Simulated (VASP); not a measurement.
Here is a VASP 6.6.1 calculation.

INCAR

```
SYSTEM = BP
  PREC = Accurate
  ENCUT = 600
  EDIFF = 1E-7
  ISMEAR = 0
  SIGMA = 0.02
  LREAL = .FALSE.
  LASPH = .TRUE.
  NELM = 80
  ALGO = Normal
  ISIF = 3
  LWAVE = .FALSE.
  LCHARG = .FALSE.
  GGA = CA
  IBRION = 2
  NSW = 100
  EDIFFG = -0.002
```

Contents of KPOINTS:

```
regular mesh
0
G
  10 10 10
  0 0 0
```

Contents of POSCAR:

```
BP
1.0
    0.0000000000      2.2660723800      2.2660723800
    2.2660723800      0.0000000000      2.2660723800
    2.2660723800      2.2660723800      0.0000000000
B P
1 1
Direct
    0.0000000000      0.0000000000      0.0000000000
    0.7500000000      0.7500000000      0.7500000000
```

Potentials or basis: VASP PAW LDA potentials, release 64 (B, P).

Command:

```console
$ cat potpaw_LDA.64/B/POTCAR potpaw_LDA.64/P/POTCAR > POTCAR
$ mpirun -np 1 vasp_std > vasp.out
```

Problem. Estimate the space group after relaxing (to 0.05 Å).

Solution. F-43m (No. 216).

Problem. What does it give for the band gap on the k mesh?

Solution. 1.15 eV, indirect (least direct gap 3.43 eV).

Problem. What does it give for the relaxed cell?

Solution. a = 3.175 Å, b = 3.175 Å, c = 3.175 Å, α = 60.00°, β = 60.00°, γ = 60.00°.

Final structure:
```cif
data_structure
_symmetry_space_group_name_H-M 'P 1'
_symmetry_Int_Tables_number 1
_cell_length_a 3.1747
_cell_length_b 3.1747
_cell_length_c 3.1747
_cell_angle_alpha 60.000
_cell_angle_beta 60.000
_cell_angle_gamma 60.000
_cell_volume 22.63
loop_
_atom_site_label
_atom_site_type_symbol
_atom_site_fract_x
_atom_site_fract_y
_atom_site_fract_z
_atom_site_occupancy
B1 B 0.00000 0.00000 0.00000 1
P1 P 0.75000 0.75000 0.75000 1
```

A k mesh can miss the band edges. As with any semilocal functional, this LDA gap is likely too small.
